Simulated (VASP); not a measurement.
# Sr2SO (P4/mmm) in VASP: single point with PBE-based screened hybrid with 20 % exact exchange

Aim: the single point of Sr2SO with PBE-based screened hybrid with 20 % exact exchange.

All numbers are computed with VASP 6.6.1; they aren't measurements. Logs are shortened: lines on timing, memory, paths and dates and some standing lists are left out, and cuts for length are marked.

## 1. The cell of the first run

The structure is tetragonal, space group P4/mmm (No. 123). The conventional cell has a = 4.043 Å, b = 4.043 Å, c = 5.718 Å, α = 90.00°, β = 90.00°, γ = 90.00°. Sr (site symmetry 4/mmm) has 2 O at 2.86 Å and 4 S at 2.86 Å within 3.8 Å. Within 3.8 Å of Sr (site symmetry 4/mmm) lie 2 S at 2.86 Å and 4 O at 2.86 Å. S (site symmetry 4/mmm) has 6 Sr at 2.86 Å within 3.8 Å. Within 3.8 Å of O (site symmetry 4/mmm) lie 6 Sr at 2.86 Å.

## 2. Single point, PBE-based screened hybrid with 20 % exact exchange

Contents of POSCAR:

```
Sr2SO
1.0
    4.0432370000      0.0000000000      0.0000000000
    0.0000000000      4.0432370000      0.0000000000
    0.0000000000      0.0000000000      5.7180000000
Sr S O
2 1 1
Direct
    0.5000000000      0.5000000000      0.5000000000
    0.0000000000      0.0000000000      0.0000000000
    0.0000000000      0.0000000000      0.5000000000
    0.5000000000      0.5000000000      0.0000000000
```

Contents of INCAR.step1:

```
PREC = Accurate
ENCUT = 520
EDIFF = 1E-5
ISMEAR = -1
SIGMA = 0.05
LREAL = False
LASPH = True
NELM = 100
ALGO = Normal
ISIF = 2
LWAVE = True
LCHARG = False
NBANDS = 24
GGA = PE
```

Contents of INCAR.step2:

```
PREC = Accurate
ENCUT = 520
EDIFF = 1E-6
ISMEAR = -1
SIGMA = 0.05
LREAL = False
LASPH = True
NELM = 100
ALGO = Normal
ISIF = 2
LWAVE = False
LCHARG = False
GGA = PE
LHFCALC = True
AEXX = 0.2
HFSCREEN = 0.2
PRECFOCK = Normal
NBANDS = 24
ISTART = 1
```

Contents of KPOINTS:

```
Automatic mesh
0
Gamma
  4 4 3
```

Potentials or basis: VASP PAW PBE potentials, release 64 (Sr_sv, S, O).

Launch:

```sh
> cat potpaw_PBE.64/Sr_sv/POTCAR potpaw_PBE.64/S/POTCAR potpaw_PBE.64/O/POTCAR > POTCAR
> cp INCAR.step1 INCAR
> mpirun -np 1 vasp_std > vasp.out
> cp INCAR.step2 INCAR
> mpirun -np 1 vasp_std > vasp.out
```

OUTCAR:

```text
PREC = Accurate
   ENCUT = 520
   EDIFF = 1E-6
   ISMEAR = -1
   LREAL = False
   LASPH = True
   NELM = 100
   ISIF = 2
   GGA = PE
   LHFCALC = True
   AEXX = 0.2
   HFSCREEN = 0.2
   PRECFOCK = Normal
   ISTART = 1

 ion  position               nearest neighbor table
   1  0.500  0.500  0.500-   4 2.86   4 2.86   3 2.86   3 2.86   3 2.86   3 2.86   2 4.04   2 4.04
                             2 4.04   2 4.04   2 4.04   2 4.04   2 4.04   2 4.04
   2  0.000  0.000  0.000-   3 2.86   3 2.86   4 2.86   4 2.86   4 2.86   4 2.86   1 4.04   1 4.04
                             1 4.04   1 4.04   1 4.04   1 4.04   1 4.04   1 4.04
   3  0.000  0.000  0.500-   2 2.86   2 2.86   1 2.86   1 2.86   1 2.86   1 2.86
   4  0.500  0.500  0.000-   1 2.86   1 2.86   2 2.86   2 2.86   2 2.86   2 2.86

  LATTYP: Found a simple tetragonal cell.
 ALAT       =     4.0432370000
 C/A-ratio  =     1.4142134137

  Lattice vectors:

 A1 = (   4.0432370000,   0.0000000000,   0.0000000000)
 A2 = (   0.0000000000,   4.0432370000,   0.0000000000)
 A3 = (   0.0000000000,   0.0000000000,   5.7180000000)

Analysis of symmetry for initial positions (statically):
=====================================================================
 Subroutine PRICEL returns:
 Original cell was already a primitive cell.

 Routine SETGRP: Setting up the symmetry group for a
 simple tetragonal supercell.

 Subroutine GETGRP returns: Found 16 space group operations
 (whereof 16 operations were pure point group operations)
 out of a pool of 16 trial point group operations.

The static configuration has the point symmetry D_4h.

Analysis of symmetry for dynamics (positions and initial velocities):
=====================================================================
 Subroutine PRICEL returns:
 Original cell was already a primitive cell.

 Routine SETGRP: Setting up the symmetry group for a
 simple tetragonal supercell.

 Subroutine GETGRP returns: Found 16 space group operations
 (whereof 16 operations were pure point group operations)
 out of a pool of 16 trial point group operations.

The dynamic configuration has the point symmetry D_4h.

 Subroutine INISYM returns: Found 16 space group operations
 (whereof 16 operations are pure point group operations),
 and found     1 'primitive' translations

----------------------------------------------------------------------------------------

                                     Primitive cell

  volume of cell :      93.4765

  direct lattice vectors                    reciprocal lattice vectors
     4.043237000  0.000000000  0.000000000     0.247326585  0.000000000  0.000000000
     0.000000000  4.043237000  0.000000000     0.000000000  0.247326585  0.000000000
     0.000000000  0.000000000  5.718000000     0.000000000  0.000000000  0.174886324

  length of vectors
     4.043237000  4.043237000  5.718000000     0.247326585  0.247326585  0.174886324

  position of ions in fractional coordinates (direct lattice)
     0.500000000  0.500000000  0.500000000
     0.000000000  0.000000000  0.000000000
     0.000000000  0.000000000  0.500000000
     0.500000000  0.500000000  0.000000000

  ion indices of the primitive-cell ions
   primitive index   ion index
                 1           1
                 2           2
                 3           3
                 4           4

----------------------------------------------------------------------------------------

 KPOINTS: Automatic mesh

Automatic generation of k-mesh.
 Grid dimensions read from file:
 generate k-points for:    4    4    3

 Generating k-lattice:

  Cartesian coordinates                     Fractional coordinates (reciprocal lattice)
     0.061831646  0.000000000  0.000000000     0.250000000  0.000000000  0.000000000
     0.000000000  0.061831646  0.000000000     0.000000000  0.250000000  0.000000000
     0.000000000  0.000000000  0.058295441     0.000000000  0.000000000  0.333333333

  Length of vectors
     0.061831646  0.061831646  0.058295441

  Shift w.r.t. Gamma in fractional coordinates (k-lattice)
     0.000000000  0.000000000  0.000000000

 Subroutine IBZKPT returns following result:
 ===========================================

 Found     12 irreducible k-points:

 Following reciprocal coordinates:
            Coordinates               Weight
  0.000000  0.000000  0.000000      1.000000
  0.250000  0.000000  0.000000      4.000000
  0.500000  0.000000  0.000000      2.000000
  0.250000  0.250000  0.000000      4.000000
  0.500000  0.250000  0.000000      4.000000
  0.500000  0.500000  0.000000      1.000000
  0.000000  0.000000  0.333333      2.000000
  0.250000  0.000000  0.333333      8.000000
  0.500000  0.000000  0.333333      4.000000
  0.250000  0.250000  0.333333      8.000000
  0.500000  0.250000  0.333333      8.000000
  0.500000  0.500000  0.333333      2.000000
   k-points           NKPTS =     12   k-points in BZ     NKDIM =     48   number of bands    NBANDS=     24
   number of dos      NEDOS =    301   number of ions     NIONS =      4
   total plane-waves  NPLWV =  43200
   dimension x,y,z NGX =    30 NGY =   30 NGZ =   48
   dimension x,y,z NGXF=    60 NGYF=   60 NGZF=   96
   ions per type =               2   1   1
   NGX,Y,Z   is equivalent  to a cutoff of  12.34, 12.34, 13.96 a.u.
   NGXF,Y,Z  is equivalent  to a cutoff of  24.67, 24.67, 27.91 a.u.
 SYSTEM =  unknown system
   PREC   = accura    normal or accurate (medium, high low for compatibility)
   ISTART =      1    job   : 0-new  1-cont  2-samecut
   ICHARG =      0    charge: 1-file 2-atom 10-const
   ISPIN  =      1    spin polarized calculation?
   LNONCOLLINEAR =      F non collinear calculations
   LSORBIT =      F    spin-orbit coupling
   LASPH  =      T    aspherical Exc in radial PAW
   ENCUT  =  520.0 eV  38.22 Ry    6.18 a.u.   7.52  7.52 10.63*2*pi/ulx,y,z
   NELM   =    100;   NELMIN=  2; NELMDL=  0     # of ELM steps
   EDIFF  = 0.1E-05   stopping-criterion for ELM
   LREAL  =      F    real-space projection
   EDIFFG = 0.1E-04   stopping-criterion for IOM
   NSW    =      0    number of steps for IOM
   IBRION =     -1    ionic relax: 0-MD 1-quasi-New 2-CG
   NFREE  =      0    steps in history (QN), initial steepest desc. (CG)
   ISIF   =      2    stress and relaxation
   ISYM   =      3    0-nonsym 1-usesym 2-fastsym
   POTIM  = 0.5000    time-step for ionic-motion
   TEBEG  =    0.0;   TEEND  =   0.0 temperature during run
   PSTRESS=    0.0 pullay stress
   NELECT =      32.0000    total number of electrons
   NUPDOWN=      -1.0000    fix difference up-down
   EMIN   =  10.00;   EMAX   =-10.00  energy-range for DOS
   EFERMI =   0.00;   METHOD = LEGACY
   ISMEAR =    -1;   SIGMA  =   0.05  broadening in eV -4-tet -1-fermi 0-gaus
   EFERMI_NEDOS =   21; number of points for ismear=-14 and -15
   IALGO  =     38    algorithm
   IMIX   =      1    mixing-type and parameters
     AMIX     =   0.40;   BMIX     =  1.00
     AMIX_MAG =   1.60;   BMIX_MAG =  1.00
  volume/ion in A,a.u.               =      23.37       157.70
  Fermi-wavevector in a.u.,A,eV,Ry     =   1.145225  2.164161 17.844574  1.311539
  Thomas-Fermi vector in A             =   2.281914
   LORBIT       =      0    0 simple, 1 ext, 2 COOP (PROOUT), +10 PAW based schemes
   GGA     = PE    functional components
   LHFCALC =     T    Hartree Fock is set to
   PRECFOCK=normal    Normal, Fast or Accurate (Low or Medium for compatibility)
   ENCUT4O =  -1.0   cutoff for four orbital integrals eV
   NKREDX  =     1    reduce k-point grid by
   NKREDY  =     1    reduce k-point grid by
   NKREDZ  =     1    reduce k-point grid by
   AEXX    =    0.2000 exact exchange contribution
   HFSCREEN=    0.2000 screening length (either q_TF or 0.3 A-1)
   HFSCREENC=   0.2000 screening length for correlation (either q_TF or 0.3 A-1)
   ENCUTFOCK=  -1.0 apply spherical cutoff to Coloumb kernel
   IVDW    =     0    specifies the selected vdW correction
   LEPSILON=     F    determine dielectric tensor
   LRPA    =     F    only Hartree local field effects (RPA)
 non-spin polarized calculation
  energy-cutoff  :      520.00
  volume of cell :       93.48
 maximum number of plane-waves:      2533
  NGX = 24; NGY = 24; NGZ = 32

 number of electron      31.9999994 magnetization

 Free energy of the ion-electron system (eV)
  ---------------------------------------------------
  ext. energy  EPLUGINS =         0.00000000
  ---------------------------------------------------
  free energy    TOTEN  =       -23.95184919 eV

  energy without entropy =      -23.95184919  energy(sigma->0) =      -23.95184919

 E-fermi :   2.2614     XC(G=0):  -7.8734

 val. band max:        1.1206192634   @ k =   0.0000   0.0000   0.0000
 cond. band min:       4.2842840874   @ k =   0.0000   0.0000   0.0000
 fundamental gap:      3.1636648239
 Fermi energy:         2.2613534870

 k-point     1 :       0.0000    0.0000    0.0000
  band No.  band energies     occupation
      1     -34.1039      2.00000
      2     -34.0345      2.00000
      3     -15.4121      2.00000
      4     -15.1490      2.00000
      5     -15.1490      2.00000
      6     -14.9377      2.00000
[... 16 lines left out ...]
     23       7.6906      0.00000
     24       9.3045      0.00000

 k-point     2 :       0.2500    0.0000    0.0000
  band No.  band energies     occupation
      1     -34.0934      2.00000
      2     -34.0321      2.00000
      3     -15.4776      2.00000
      4     -15.3787      2.00000
      5     -15.3557      2.00000
      6     -15.1067      2.00000
[... 16 lines left out ...]
     23       9.1013      0.00000
     24       9.3294      0.00000

 k-point     3 :       0.5000    0.0000    0.0000
  band No.  band energies     occupation
      1     -34.0821      2.00000
      2     -34.0303      2.00000
      3     -15.7201      2.00000
      4     -15.6260      2.00000
      5     -15.2845      2.00000
      6     -15.0572      2.00000
[... 16 lines left out ...]
     23       9.0090      0.00000
     24       9.4268      0.00000

 k-point     4 :       0.2500    0.2500    0.0000
  band No.  band energies     occupation
      1     -34.0852      2.00000
      2     -34.0278      2.00000
      3     -15.4638      2.00000
      4     -15.3560      2.00000
      5     -15.3173      2.00000
      6     -15.2787      2.00000
[... 16 lines left out ...]
     23       9.1968      0.00000
     24       9.5877      0.00000

 k-point     5 :       0.5000    0.2500    0.0000
  band No.  band energies     occupation
      1     -34.0769      2.00000
      2     -34.0236      2.00000
      3     -15.5315      2.00000
      4     -15.5107      2.00000
      5     -15.2735      2.00000
      6     -15.1905      2.00000
[... 16 lines left out ...]
     23      10.3072      0.00000
     24      10.3372      0.00000

 k-point     6 :       0.5000    0.5000    0.0000
  band No.  band energies     occupation
      1     -34.0716      2.00000
      2     -34.0169      2.00000
      3     -15.4072      2.00000
      4     -15.4072      2.00000
      5     -15.2625      2.00000
      6     -15.0856      2.00000
[... 16 lines left out ...]
     23      10.9535      0.00000
     24      11.1070      0.00000

 k-point     7 :       0.0000    0.0000    0.3333
  band No.  band energies     occupation
      1     -34.0962      2.00000
      2     -34.0419      2.00000
      3     -15.4750      2.00000
      4     -15.3239      2.00000
      5     -15.1242      2.00000
      6     -15.1242      2.00000
[... 16 lines left out ...]
     23       7.8452      0.00000
     24       9.3264      0.00000

 k-point     8 :       0.2500    0.0000    0.3333
  band No.  band energies     occupation
      1     -34.0890      2.00000
      2     -34.0360      2.00000
      3     -15.6838      2.00000
      4     -15.6055      2.00000
      5     -15.1462      2.00000
      6     -15.0913      2.00000
[... 16 lines left out ...]
     23       9.4202      0.00000
     24       9.6643      0.00000

 k-point     9 :       0.5000    0.0000    0.3333
  band No.  band energies     occupation
      1     -34.0818      2.00000
      2     -34.0301      2.00000
      3     -15.8780      2.00000
      4     -15.8212      2.00000
      5     -15.1316      2.00000
      6     -15.0565      2.00000
[... 16 lines left out ...]
     23       9.4773      0.00000
     24      10.1314      0.00000

 k-point    10 :       0.2500    0.2500    0.3333
  band No.  band energies     occupation
      1     -34.0828      2.00000
      2     -34.0297      2.00000
      3     -15.6598      2.00000
      4     -15.6001      2.00000
      5     -15.2459      2.00000
      6     -15.1157      2.00000
[... 16 lines left out ...]
     23       9.3684      0.00000
     24       9.7720      0.00000

 k-point    11 :       0.5000    0.2500    0.3333
  band No.  band energies     occupation
      1     -34.0766      2.00000
      2     -34.0234      2.00000
      3     -15.6874      2.00000
      4     -15.6624      2.00000
      5     -15.2078      2.00000
      6     -15.1784      2.00000
[... 16 lines left out ...]
     23      10.2603      0.00000
     24      10.3428      0.00000

 k-point    12 :       0.5000    0.5000    0.3333
  band No.  band energies     occupation
      1     -34.0714      2.00000
      2     -34.0167      2.00000
      3     -15.3668      2.00000
      4     -15.3668      2.00000
      5     -15.3555      2.00000
      6     -15.3279      2.00000
[... 16 lines left out ...]
     23       9.8120      0.00000
     24      10.9651      0.00000

------------------------ aborting loop because EDIFF is reached ----------------------------------------

  FORCE on cell =-STRESS in cart. coord.  units (eV):
  Direction    XX          YY          ZZ          XY          YZ          ZX
  --------------------------------------------------------------------------------------
  -------------------------------------------------------------------------------------
  Total       -0.4854713     -0.4854713     -0.4027963      0.0000000      0.0000000      0.0000000
  in kB       -8.3209247     -8.3209247     -6.9038846      0.0000000      0.0000000      0.0000000
  external PRESSURE =      -7.8485780 kB  Pullay stress =       0.0000000 kB

 VOLUME and BASIS-vectors are now :
 -----------------------------------------------------------------------------
  energy-cutoff  :      520.00
  volume of cell :       93.48
      direct lattice vectors                 reciprocal lattice vectors
     4.043237000  0.000000000  0.000000000     0.247326585  0.000000000  0.000000000
     0.000000000  4.043237000  0.000000000     0.000000000  0.247326585  0.000000000
     0.000000000  0.000000000  5.718000000     0.000000000  0.000000000  0.174886324

 POSITION                                       TOTAL-FORCE (eV/Angst)
 -----------------------------------------------------------------------------------
      2.02162      2.02162      2.85900         0.000000      0.000000      0.000000
      0.00000      0.00000      0.00000         0.000000      0.000000      0.000000
      0.00000      0.00000      2.85900         0.000000      0.000000      0.000000
      2.02162      2.02162      0.00000         0.000000      0.000000      0.000000
 -----------------------------------------------------------------------------------
    total drift:                                0.000000      0.000000      0.000001

  FREE ENERGIE OF THE ION-ELECTRON SYSTEM (eV)
  ---------------------------------------------------
  free  energy   TOTEN  =       -23.9518491913 eV

  energy  without entropy=      -23.9518491912  energy(sigma->0) =      -23.95184919
```

Wall time 72 min (1 thread of Intel Xeon 8259CL, shared host); peak memory 0.35 GiB.

What came out:

```yaml
Free_energy: -23.9518 eV
Pressure: -0.8 GPa
Band_gap_on_the_k_mesh: 3.16 eV
```

Stress tensor (GPa, compression positive):
```
-0.83  0.00  0.00
 0.00 -0.83  0.00
 0.00  0.00 -0.69
```

Caveat: the PAW data sets were made with another functional, which shifts forces and pressure a little. A k mesh can miss the band edges.
